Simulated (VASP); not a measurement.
ZrSe2:

```xyz
3
Lattice="3.7980 0.0000 0.0000 -1.8990 3.2892 0.0000 0.0000 0.0000 6.1920" Properties=species:S:1:pos:R:3 pbc="T T T"
Zr    0.0000    0.0000    0.0000
Se    0.0000    2.1928    1.5480
Se    1.8990    1.0964    4.6440
```

| Property | Result |
| --- | --- |
| Program | VASP 6.6.1 |
| Task | relaxation of cell and atoms |
| Functional | r2SCAN |
| Potentials or basis | VASP PAW PBE potentials, release 64 (Zr_sv, Se) |
| Cutoff | 550 eV |
| k mesh | 12 × 12 × 4 |
| Occupations | fermi-dirac, width 0.02 eV |
| Spin | no spin polarisation |

At the start: pressure 1.4 GPa; volume 25.78 Å³/atom.

Question: Where does the relaxation end?

Answer: Over 11 steps the energy falls by 3.7 meV/atom and the volume is 26.87 Å³/atom (+4.2 %); space group P-3m1 (No. 164, to 0.1 Å) before and after.

The path:
```csv
step,energy change (eV),largest force (eV/Å),pressure (GPa),volume (Å³)
1,0.0000,0.1587,1.43,77.35
2,0.0020,0.3015,-1.56,79.96
3,-0.0061,0.0595,-0.01,78.55
4,-0.0070,0.0647,0.02,78.64
5,-0.0083,0.0818,0.11,78.91
6,-0.0092,0.0644,0.09,79.17
7,-0.0107,0.0127,0.05,79.97
8,-0.0109,0.0120,0.03,80.37
9,-0.0110,0.0169,-0.11,80.65
10,-0.0110,0.0119,-0.09,80.60
11,-0.0111,0.0004,0.04,80.60
```

Final structure:
```cif
data_structure
_symmetry_space_group_name_H-M 'P 1'
_symmetry_Int_Tables_number 1
_cell_length_a 3.8080
_cell_length_b 3.8080
_cell_length_c 6.4181
_cell_angle_alpha 90.000
_cell_angle_beta 90.000
_cell_angle_gamma 120.000
_cell_volume 80.60
loop_
_atom_site_label
_atom_site_type_symbol
_atom_site_fract_x
_atom_site_fract_y
_atom_site_fract_z
_atom_site_occupancy
Zr1 Zr 0.00000 0.00000 0.00000 1
Se1 Se 0.33333 0.66667 0.24360 1
Se2 Se 0.66667 0.33333 0.75640 1
```

Caveat: the PAW data sets were made with another functional, which shifts forces and pressure a little.
